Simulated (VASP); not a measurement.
# SeF (Fm-3m) in VASP: a series of runs

Runs on SeF. Level: PBE. Tasks: relaxation of cell and atoms.

All numbers are computed with VASP 6.6.1; they aren't measurements. Logs are shortened: lines on timing, memory, paths and dates and some standing lists are left out, and cuts for length are marked.

**1. The cell of the first run**

Symmetry: Fm-3m, No. 225, cubic system. The conventional cell has a = 5.051 Å, b = 5.051 Å, c = 5.051 Å, α = 90.00°, β = 90.00°, γ = 90.00°. Within 3.3 Å of F (site symmetry m-3m) lie 6 Se at 2.53 Å. Within 3.3 Å of Se (site symmetry m-3m) lie 6 F at 2.53 Å.

**2. Relaxation of cell and atoms, PBE**

Input file INCAR:

```
ALGO = Normal
EDIFF = 1E-7
EDIFFG = -0.01
ENCUT = 600
GGA = PE
GGA_COMPAT = F
IBRION = 2
ISIF = 3
ISMEAR = -1
LASPH = T
LCHARG = F
LREAL = F
LWAVE = F
NELM = 120
NELMIN = 4
NSW = 60
PREC = Accurate
SIGMA = 0.0132
```

Input file KPOINTS:

```
k-points
0
Gamma
  6 6 6
```

Input file POSCAR:

```
SeF
1.0
    0.0000000000      2.5253680000      2.5253680000
    2.5253680000      0.0000000000      2.5253680000
    2.5253680000      2.5253680000      0.0000000000
F Se
1 1
Direct
    0.0000000000      0.0000000000      0.0000000000
    0.5000000000      0.5000000000      0.5000000000
```

Potentials or basis: VASP PAW PBE potentials, release 64 (F, Se).

On the command line:

```bash
$ cat potpaw_PBE.64/F/POTCAR potpaw_PBE.64/Se/POTCAR > POTCAR
$ mpirun -np 1 vasp_std > vasp.out
```

OUTCAR:

```text
EDIFF = 1E-7
   EDIFFG = -0.01
   ENCUT = 600
   GGA = PE
   IBRION = 2
   ISIF = 3
   ISMEAR = -1
   LASPH = T
   LREAL = F
   NELM = 120
   NELMIN = 4
   NSW = 60
   PREC = Accurate

 ion  position               nearest neighbor table
   1  0.000  0.000  0.000-
   2  0.500  0.500  0.500-

  LATTYP: Found a face centered cubic cell.
 ALAT       =     5.0507360000

  Lattice vectors:

 A1 = (   0.0000000000,   2.5253680000,   2.5253680000)
 A2 = (   2.5253680000,   0.0000000000,   2.5253680000)
 A3 = (   2.5253680000,   2.5253680000,   0.0000000000)

Analysis of symmetry for initial positions (statically):
=====================================================================
 Subroutine PRICEL returns:
 Original cell was already a primitive cell.

 Routine SETGRP: Setting up the symmetry group for a
 face centered cubic supercell.

 Subroutine GETGRP returns: Found 48 space group operations
 (whereof 48 operations were pure point group operations)
 out of a pool of 48 trial point group operations.

The static configuration has the point symmetry O_h .

Analysis of symmetry for dynamics (positions and initial velocities):
=====================================================================
 Subroutine PRICEL returns:
 Original cell was already a primitive cell.

 Routine SETGRP: Setting up the symmetry group for a
 face centered cubic supercell.

 Subroutine GETGRP returns: Found 48 space group operations
 (whereof 48 operations were pure point group operations)
 out of a pool of 48 trial point group operations.

The dynamic configuration has the point symmetry O_h .

 Subroutine INISYM returns: Found 48 space group operations
 (whereof 48 operations are pure point group operations),
 and found     1 'primitive' translations

----------------------------------------------------------------------------------------

                                     Primitive cell

  volume of cell :      32.2110

  direct lattice vectors                    reciprocal lattice vectors
     0.000000000  2.525368000  2.525368000    -0.197990946  0.197990946  0.197990946
     2.525368000  0.000000000  2.525368000     0.197990946 -0.197990946  0.197990946
     2.525368000  2.525368000  0.000000000     0.197990946  0.197990946 -0.197990946

  length of vectors
     3.571409676  3.571409676  3.571409676     0.342930378  0.342930378  0.342930378

  position of ions in fractional coordinates (direct lattice)
     0.000000000  0.000000000  0.000000000
     0.500000000  0.500000000  0.500000000

  ion indices of the primitive-cell ions
   primitive index   ion index
                 1           1
                 2           2

----------------------------------------------------------------------------------------

 KPOINTS: k-points

Automatic generation of k-mesh.
 Grid dimensions read from file:
 generate k-points for:    6    6    6

 Generating k-lattice:

  Cartesian coordinates                     Fractional coordinates (reciprocal lattice)
    -0.032998491  0.032998491  0.032998491     0.166666667  0.000000000  0.000000000
     0.032998491 -0.032998491  0.032998491     0.000000000  0.166666667  0.000000000
     0.032998491  0.032998491 -0.032998491     0.000000000  0.000000000  0.166666667

  Length of vectors
     0.057155063  0.057155063  0.057155063

  Shift w.r.t. Gamma in fractional coordinates (k-lattice)
     0.000000000  0.000000000  0.000000000

 Subroutine IBZKPT returns following result:
 ===========================================

 Found     16 irreducible k-points:

 Following reciprocal coordinates:
            Coordinates               Weight
  0.000000  0.000000  0.000000      1.000000
  0.166667  0.000000  0.000000      8.000000
  0.333333  0.000000  0.000000      8.000000
  0.500000  0.000000  0.000000      4.000000
  0.166667  0.166667  0.000000      6.000000
  0.333333  0.166667  0.000000     24.000000
[... 8 lines left out ...]
 -0.333333  0.333333  0.166667     24.000000
 -0.333333  0.500000  0.166667     12.000000
   k-points           NKPTS =     16   k-points in BZ     NKDIM =     16   number of bands    NBANDS=     10
   number of dos      NEDOS =    301   number of ions     NIONS =      2
   total plane-waves  NPLWV =  27000
   dimension x,y,z NGX =    30 NGY =   30 NGZ =   30
   dimension x,y,z NGXF=    60 NGYF=   60 NGZF=   60
   ions per type =               1   1
   NGX,Y,Z   is equivalent  to a cutoff of  13.96, 13.96, 13.96 a.u.
   NGXF,Y,Z  is equivalent  to a cutoff of  27.93, 27.93, 27.93 a.u.
 SYSTEM =  unknown system
   PREC   = accura    normal or accurate (medium, high low for compatibility)
   ISTART =      0    job   : 0-new  1-cont  2-samecut
   ICHARG =      2    charge: 1-file 2-atom 10-const
   ISPIN  =      1    spin polarized calculation?
   LNONCOLLINEAR =      F non collinear calculations
   LSORBIT =      F    spin-orbit coupling
   LASPH  =      T    aspherical Exc in radial PAW
   ENCUT  =  600.0 eV  44.10 Ry    6.64 a.u.   7.13  7.13  7.13*2*pi/ulx,y,z
   NELM   =    120;   NELMIN=  4; NELMDL= -5     # of ELM steps
   EDIFF  = 0.1E-06   stopping-criterion for ELM
   LREAL  =      F    real-space projection
   EDIFFG = -.1E-01   stopping-criterion for IOM
   NSW    =     60    number of steps for IOM
   IBRION =      2    ionic relax: 0-MD 1-quasi-New 2-CG
   NFREE  =      1    steps in history (QN), initial steepest desc. (CG)
   ISIF   =      3    stress and relaxation
   ISYM   =      2    0-nonsym 1-usesym 2-fastsym
   POTIM  = 0.5000    time-step for ionic-motion
   TEBEG  =    0.0;   TEEND  =   0.0 temperature during run
   PSTRESS=    0.0 pullay stress
   NELECT =      13.0000    total number of electrons
   NUPDOWN=      -1.0000    fix difference up-down
   EMIN   =  10.00;   EMAX   =-10.00  energy-range for DOS
   EFERMI =   0.00;   METHOD = LEGACY
   ISMEAR =    -1;   SIGMA  =   0.01  broadening in eV -4-tet -1-fermi 0-gaus
   EFERMI_NEDOS =   21; number of points for ismear=-14 and -15
   IALGO  =     38    algorithm
   IMIX   =      4    mixing-type and parameters
     AMIX     =   0.40;   BMIX     =  1.00
     AMIX_MAG =   1.60;   BMIX_MAG =  1.00
  volume/ion in A,a.u.               =      16.11       108.69
  Fermi-wavevector in a.u.,A,eV,Ry     =   1.209821  2.286231 19.914411  1.463668
  Thomas-Fermi vector in A             =   2.345387
   LORBIT       =      0    0 simple, 1 ext, 2 COOP (PROOUT), +10 PAW based schemes
   GGA     = PE    functional components
   LHFCALC =     F    Hartree Fock is set to
   AEXX    =    0.0000 exact exchange contribution
   IVDW    =     0    specifies the selected vdW correction
   LEPSILON=     F    determine dielectric tensor
   LRPA    =     F    only Hartree local field effects (RPA)
 conjugate gradient relaxation of ions
 non-spin polarized calculation
  energy-cutoff  :      600.00
  volume of cell :       32.21
 maximum number of plane-waves:      1090
 NGX is ok and might be reduce to    30
   NGX = 15   NGY = 15   NGZ = 15

--------------------------------------- Ionic step        1  -------------------------------------------

 number of electron      12.9999996 magnetization

 Free energy of the ion-electron system (eV)
  ---------------------------------------------------
  ext. energy  EPLUGINS =         0.00000000
  ---------------------------------------------------
  free energy    TOTEN  =        -4.49650818 eV

  energy without entropy =       -4.48879561  energy(sigma->0) =       -4.49265190

 E-fermi :   3.4100     XC(G=0): -10.0995

 val. band max:        3.4066192085   @ k =   0.5000   0.3333   0.1667
 cond. band min:       3.4244904897   @ k =   0.3333   0.0000   0.0000
 fundamental gap:      0.0178712812
 Fermi energy:         3.4100345100

 k-point     1 :       0.0000    0.0000    0.0000
  band No.  band energies     occupation
      1     -20.3120      2.00000
      2      -9.6433      2.00000
      3      -1.6482      2.00000
      4      -1.6482      2.00000
      5      -1.6482      2.00000
      6       4.5664      0.00000
      7       4.5664      0.00000
      8       4.5664      0.00000
      9      12.6123      0.00000
     10      13.2709      0.00000

 k-point     2 :       0.1667    0.0000    0.0000
  band No.  band energies     occupation
      1     -20.2554      2.00000
      2      -9.6690      2.00000
      3      -1.6229      2.00000
      4      -1.6229      2.00000
      5      -1.5309      2.00000
      6       3.3203      1.99777
      7       4.1582      0.00000
      8       4.1582      0.00000
      9      12.2457      0.00000
     10      13.9283      0.00000
[... 238 lines left out ...]
 POSITION                                       TOTAL-FORCE (eV/Angst)
 -----------------------------------------------------------------------------------
      2.60219      2.60219      5.20437        -0.000000     -0.000000      0.000000
      2.60219      2.60219      2.60219         0.000000      0.000000     -0.000000
 -----------------------------------------------------------------------------------
    total drift:                                0.000000      0.000000      0.000000

  FREE ENERGIE OF THE ION-ELECTRON SYSTEM (eV)
  ---------------------------------------------------
  free  energy   TOTEN  =        -4.5481543874 eV

  energy  without entropy=       -4.5405099765  energy(sigma->0) =       -4.54433218

--------------------------------------- Ionic step        3  -------------------------------------------

 number of electron      13.0000006 magnetization

 Free energy of the ion-electron system (eV)
  ---------------------------------------------------
  ext. energy  EPLUGINS =         0.00000000
  ---------------------------------------------------
  free energy    TOTEN  =        -4.54826927 eV

  energy without entropy =       -4.54060948  energy(sigma->0) =       -4.54443937

 E-fermi :   2.4350     XC(G=0):  -9.6907

 val. band max:        2.4312677936   @ k =  -0.3333   0.5000   0.1667
 cond. band min:       2.4504047539   @ k =   0.3333   0.0000   0.0000
 fundamental gap:      0.0191369604
 Fermi energy:         2.4349973643

 k-point     1 :       0.0000    0.0000    0.0000
  band No.  band energies     occupation
      1     -20.6990      2.00000
      2     -10.3855      2.00000
      3      -2.1132      2.00000
      4      -2.1132      2.00000
      5      -2.1132      2.00000
      6       3.4255      0.00000
      7       3.4255      0.00000
      8       3.4255      0.00000
      9      11.0606      0.00000
     10      12.4211      0.00000

 k-point     2 :       0.1667    0.0000    0.0000
  band No.  band energies     occupation
      1     -20.6572      2.00000
      2     -10.3822      2.00000
      3      -2.0868      2.00000
      4      -2.0868      2.00000
      5      -2.0268      2.00000
      6       2.3195      1.99968
      7       3.0816      0.00000
      8       3.0816      0.00000
      9      11.2715      0.00000
     10      12.8005      0.00000
[... 202 lines left out ...]
 POSITION                                       TOTAL-FORCE (eV/Angst)
 -----------------------------------------------------------------------------------
      0.00000      0.00000      0.00000         0.000000     -0.000000     -0.000000
      2.59728      2.59728      2.59728        -0.000000      0.000000      0.000000
 -----------------------------------------------------------------------------------
    total drift:                               -0.000000      0.000000      0.000000

  FREE ENERGIE OF THE ION-ELECTRON SYSTEM (eV)
  ---------------------------------------------------
  free  energy   TOTEN  =        -4.5482692655 eV

  energy  without entropy=       -4.5406094797  energy(sigma->0) =       -4.54443937

 reached required accuracy - stopping structural energy minimisation
```

It took 25 s on 1 thread of Intel Xeon Platinum 8259CL at 2.50GHz (Skylake/Cascade Lake), shared host; peak memory 0.17 GiB.

What came out:

* Free energy: -4.5483 eV
* Relaxed volume: 17.52 Å³/atom
* Relaxed cell: a = 3.673 Å, b = 3.673 Å, c = 3.673 Å, α = 60.00°, β = 60.00°, γ = 60.00°
* Space group after relaxing (to 0.1 Å): Fm-3m (No. 225)
* Energy gained by relaxing: 25.9 meV/atom
* Ionic steps: 3
* Pressure after relaxing: 0.1 GPa
* Band gap on the k mesh: zero (an odd number of electrons rules out a gap without spin polarisation)

The path:
```
step  energy change (eV)  largest force (eV/Å)  pressure (GPa)  volume (Å³)
   1              0.0000                0.0000            6.27        32.21
   2             -0.0516                0.0000           -0.34        35.24
   3             -0.0518                0.0000            0.09        35.04
```

Final structure:
```cif
data_structure
_symmetry_space_group_name_H-M 'P 1'
_symmetry_Int_Tables_number 1
_cell_length_a 3.6731
_cell_length_b 3.6731
_cell_length_c 3.6731
_cell_angle_alpha 60.000
_cell_angle_beta 60.000
_cell_angle_gamma 60.000
_cell_volume 35.04
loop_
_atom_site_label
_atom_site_type_symbol
_atom_site_fract_x
_atom_site_fract_y
_atom_site_fract_z
_atom_site_occupancy
F1 F 0.00000 0.00000 0.00000 1
Se1 Se 0.50000 0.50000 0.50000 1
```

Levels at points of the mesh, in eV from the Fermi level:
```tsv
k point	band 3	band 4	band 5	band 6	band 7	band 8	band 9	band 10
(0.00, 0.00, 0.00)	-4.55	-4.55	-4.55	0.99	0.99	0.99	8.63	9.99
(0.50, 0.00, 0.00)	-4.41	-4.41	-3.82	-2.89	-0.28	-0.28	8.11	12.19
(0.50, 0.50, 0.00)	-6.54	-5.27	-5.27	-0.05	0.60	0.60	6.14	10.34
```

Caveat: an odd number of electrons without spin polarisation forces a metal; a magnetic or distorted state may lie lower.

**3. Relaxation of cell and atoms, PBE**

Input file INCAR:

```
SYSTEM = SeF
PREC = Accurate ; ENCUT = 600
EDIFF = 1E-7 ; ISMEAR = -1
SIGMA = 0.0132 ; LREAL = .False.
LASPH = .True. ; NELM = 120
ALGO = Normal ; ISIF = 3
LWAVE = .False. ; LCHARG = .False.
GGA = PE ; IBRION = 2
NSW = 60 ; EDIFFG = -0.01
GGA_COMPAT = .False. ; NELMIN = 4
```

Input file KPOINTS:

```
Automatic mesh
0
Gamma
  6 6 6
  0 0 0
```

POSCAR is that of step 2.

Potentials or basis: VASP PAW PBE potentials, release 64 (F, Se).

On the command line:

```bash
$ cat potpaw_PBE.64/F/POTCAR potpaw_PBE.64/Se/POTCAR > POTCAR
$ mpirun -np 1 vasp_std > vasp.out
```

OUTCAR:

```text
SYSTEM = SeF
   PREC = Accurate
   ENCUT = 600
   EDIFF = 1E-7
   ISMEAR = -1
   LREAL = .False.
   LASPH = .True.
   NELM = 120
   ISIF = 3
   GGA = PE
   IBRION = 2
   NSW = 60
   EDIFFG = -0.01
   NELMIN = 4

 ion  position               nearest neighbor table
   1  0.000  0.000  0.000-
   2  0.500  0.500  0.500-

  LATTYP: Found a face centered cubic cell.
 ALAT       =     5.0507360000

  Lattice vectors:

 A1 = (   0.0000000000,   2.5253680000,   2.5253680000)
 A2 = (   2.5253680000,   0.0000000000,   2.5253680000)
 A3 = (   2.5253680000,   2.5253680000,   0.0000000000)

Analysis of symmetry for initial positions (statically):
=====================================================================
 Subroutine PRICEL returns:
 Original cell was already a primitive cell.

 Routine SETGRP: Setting up the symmetry group for a
 face centered cubic supercell.

 Subroutine GETGRP returns: Found 48 space group operations
 (whereof 48 operations were pure point group operations)
 out of a pool of 48 trial point group operations.

The static configuration has the point symmetry O_h .

Analysis of symmetry for dynamics (positions and initial velocities):
=====================================================================
 Subroutine PRICEL returns:
 Original cell was already a primitive cell.

 Routine SETGRP: Setting up the symmetry group for a
 face centered cubic supercell.
[... 136 lines left out ...]

 number of electron      12.9999996 magnetization

 Free energy of the ion-electron system (eV)
  ---------------------------------------------------
  ext. energy  EPLUGINS =         0.00000000
  ---------------------------------------------------
  free energy    TOTEN  =        -4.49650818 eV

  energy without entropy =       -4.48879561  energy(sigma->0) =       -4.49265190

 E-fermi :   3.4100     XC(G=0): -10.0995

 val. band max:        3.4066192085   @ k =   0.5000   0.3333   0.1667
 cond. band min:       3.4244904897   @ k =   0.3333   0.0000   0.0000
 fundamental gap:      0.0178712812
 Fermi energy:         3.4100345100

 k-point     1 :       0.0000    0.0000    0.0000
  band No.  band energies     occupation
      1     -20.3120      2.00000
      2      -9.6433      2.00000
      3      -1.6482      2.00000
      4      -1.6482      2.00000
      5      -1.6482      2.00000
      6       4.5664      0.00000
      7       4.5664      0.00000
      8       4.5664      0.00000
      9      12.6123      0.00000
     10      13.2709      0.00000
[... 264 lines left out ...]
--------------------------------------- Ionic step        3  -------------------------------------------

 number of electron      13.0000006 magnetization

 Free energy of the ion-electron system (eV)
  ---------------------------------------------------
  ext. energy  EPLUGINS =         0.00000000
  ---------------------------------------------------
  free energy    TOTEN  =        -4.54826927 eV

  energy without entropy =       -4.54060948  energy(sigma->0) =       -4.54443937

 E-fermi :   2.4350     XC(G=0):  -9.6907

 val. band max:        2.4312677936   @ k =  -0.3333   0.5000   0.1667
 cond. band min:       2.4504047539   @ k =   0.3333   0.0000   0.0000
 fundamental gap:      0.0191369604
 Fermi energy:         2.4349973643

 k-point     1 :       0.0000    0.0000    0.0000
  band No.  band energies     occupation
      1     -20.6990      2.00000
      2     -10.3855      2.00000
      3      -2.1132      2.00000
      4      -2.1132      2.00000
      5      -2.1132      2.00000
      6       3.4255      0.00000
      7       3.4255      0.00000
      8       3.4255      0.00000
      9      11.0606      0.00000
     10      12.4211      0.00000
[... 222 lines left out ...]
  FREE ENERGIE OF THE ION-ELECTRON SYSTEM (eV)
  ---------------------------------------------------
  free  energy   TOTEN  =        -4.5482692655 eV

  energy  without entropy=       -4.5406094797  energy(sigma->0) =       -4.54443937

 reached required accuracy - stopping structural energy minimisation
```

OSZICAR:

```text
N       E                     dE             d eps       ncg     rms          rms(c)
DAV:   1     0.530475210646E+02    0.53048E+02   -0.67450E+03   320   0.125E+03
DAV:   2    -0.339257164019E+01   -0.56440E+02   -0.54857E+02   456   0.208E+02
DAV:   3    -0.541172644103E+01   -0.20192E+01   -0.19737E+01   364   0.397E+01
[... 32 lines left out ...]
DAV:   3    -0.454833682794E+01    0.18888E-01   -0.86982E-02   356   0.184E+00    0.856E-02
DAV:   4    -0.454828080452E+01    0.56023E-04   -0.12917E-03   320   0.337E-01    0.514E-02
DAV:   5    -0.454826909531E+01    0.11709E-04   -0.56630E-05   344   0.583E-02    0.158E-02
DAV:   6    -0.454826930019E+01   -0.20488E-06   -0.20906E-06   340   0.160E-02    0.414E-03
DAV:   7    -0.454826926551E+01    0.34676E-07   -0.90419E-07   312   0.590E-03
   3 F= -.45482693E+01 E0= -.45444394E+01  d E =-.517611E-01
```

Wall time 24 s (1 thread of Intel Xeon Platinum 8259CL at 2.50GHz (Skylake/Cascade Lake), shared host); peak memory 0.17 GiB.

Results:

| Item | Value |
| --- | --- |
| Free energy | -4.5483 eV |
| Relaxed volume | 17.52 Å³/atom |
| Relaxed cell | a = 3.673 Å, b = 3.673 Å, c = 3.673 Å, α = 60.00°, β = 60.00°, γ = 60.00° |
| Space group after relaxing (to 0.1 Å) | Fm-3m (No. 225) |
| Energy gained by relaxing | 25.9 meV/atom |
| Ionic steps | 3 |
| Pressure after relaxing | 0.1 GPa |
| Band gap on the k mesh | zero (an odd number of electrons rules out a gap without spin polarisation) |

Step by step:
```
step  energy change (eV)  largest force (eV/Å)  pressure (GPa)  volume (Å³)
   1              0.0000                0.0000            6.27        32.21
   2             -0.0516                0.0000           -0.34        35.24
   3             -0.0518                0.0000            0.09        35.04
```

Final structure:
```yaml
crystal:
  lattice:
    - [0.00000, 2.59728, 2.59728]
    - [2.59728, 0.00000, 2.59728]
    - [2.59728, 2.59728, 0.00000]
  atoms:
    - { symbol: F, position: [0.00000, 0.00000, 0.00000] }
    - { symbol: Se, position: [0.50000, 0.50000, 0.50000] }
```

Caveat: an odd number of electrons without spin polarisation forces a metal; a magnetic or distorted state may lie lower.
